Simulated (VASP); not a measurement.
A run of VASP 6.6.1 is set up as follows.

The input INCAR:

```
ALGO = Normal ; EDIFF = 1E-7
ENCUT = 520 ; GGA = PS
ISIF = 2 ; ISMEAR = 0
LASPH = True ; LCHARG = False
LREAL = Auto ; LWAVE = False
NBANDS = 43 ; NELECT = 56.0
NELM = 60 ; PREC = Accurate
SIGMA = 0.05
```

The input KPOINTS:

```
k-points
0
Gamma
  6 6 6
```

The input POSCAR:

```
Si8C7
1.0
    4.3568001662      0.0000000000     -4.3568001662
    0.0000000000      4.3568001662     -4.3568001662
    4.3568001662      4.3568001662      0.0000000000
Si C
8 7
Direct
    0.5000000000      0.0000000000      0.0000000000
    0.5000000000      0.0000000000      0.5000000000
    0.5000000000      0.5000000000      0.0000000000
    0.5000000000      0.5000000000      0.5000000000
    1.0000000000      0.0000000000      0.0000000000
    1.0000000000      0.0000000000      0.5000000000
    1.0000000000      0.5000000000      0.0000000000
    1.0000000000      0.5000000000      0.5000000000
    0.1047125541      0.1452874459      0.5000000000
    0.1250000000      0.6250000000      0.1250000000
    0.1250000000      0.6250000000      0.6250000000
    0.6250000000      0.1250000000      0.1250000000
    0.6250000000      0.1250000000      0.6250000000
    0.6250000000      0.6250000000      0.1250000000
    0.6250000000      0.6250000000      0.6250000000
```

Potentials or basis: VASP PAW PBE potentials, release 64 (Si, C).

Run with:

```console
$ cat potpaw_PBE.64/Si/POTCAR potpaw_PBE.64/C/POTCAR > POTCAR
$ mpirun -np 1 vasp_std > vasp.out
```

What does it give for the largest force?

34.339 eV/Å.

Forces in eV/Å, atoms in the order of the input:
```
Si    0.832  -1.318  -0.966
Si   -0.795  -0.483   0.288
Si    0.060   0.080   0.137
Si    0.037  -0.085   0.060
Si   -0.580  -0.557   0.962
Si   -9.802 -13.996  26.589
Si   -1.247   0.898  -0.938
Si   -0.611  -0.675   0.171
C    13.768  16.523 -26.769
C    -0.180  -0.296  -0.992
C     0.250  -1.043   0.656
C    -0.304   0.113  -0.617
C    -1.279   0.493   0.964
C     0.093   0.051   0.335
C    -0.243   0.294   0.118
```

Caveat: the cell carries a net charge on a neutralising background, which shifts energy and pressure; the cell differs from its parent crystal (atoms taken out, atom 9 moved 0.250 of the way to it and -0.125 Å across, host rigid); the PAW data sets were made with another functional, which shifts forces and pressure a little.
